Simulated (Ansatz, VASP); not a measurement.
## ZnS: VASP beside Ansatz

```
CELL_PARAMETERS angstrom
0.00000 2.69409 2.58632
2.69409 0.00000 2.58632
2.69409 2.69409 0.00000
ATOMIC_POSITIONS crystal
Zn 0.00000 0.00000 0.00000
S 0.25000 0.25000 0.25000
```

Change from the starting cell: uniaxial_z strain -4.0%.

Alike in both runs: task single point; functional HSE06; k mesh 6 × 6 × 6; no spin polarisation.

|  | VASP | Ansatz |
| --- | --- | --- |
| version | VASP 6.6.1 | Ansatz 0.2.0 |
| potentials or method | VASP PAW PBE potentials, release 64 (Zn, S) | plane waves, PAW |
| plane-wave cutoff (eV) | 520 | 420 |
| occupations | gaussian, width 0.01 eV | fixed |
| valence electrons in the cell | 18 | 18 |

Ansatz gave:

| Quantity | Value |
| --- | --- |
| gap on the k mesh at the Fermi level (eV) | 3.47 |
| pressure (GPa) | 5.2 |
| traceless stress, the component that is largest in VASP (GPa) | 0.98 |

Problem. What did VASP give for the same quantities?

Solution. gap on the k mesh at the Fermi level (eV): 3.47; pressure (GPa): 5.2; traceless stress, the component that is largest in VASP (GPa): 0.99.

Ansatz's warnings: stress exchange threshold loose, stress scf threshold loose.
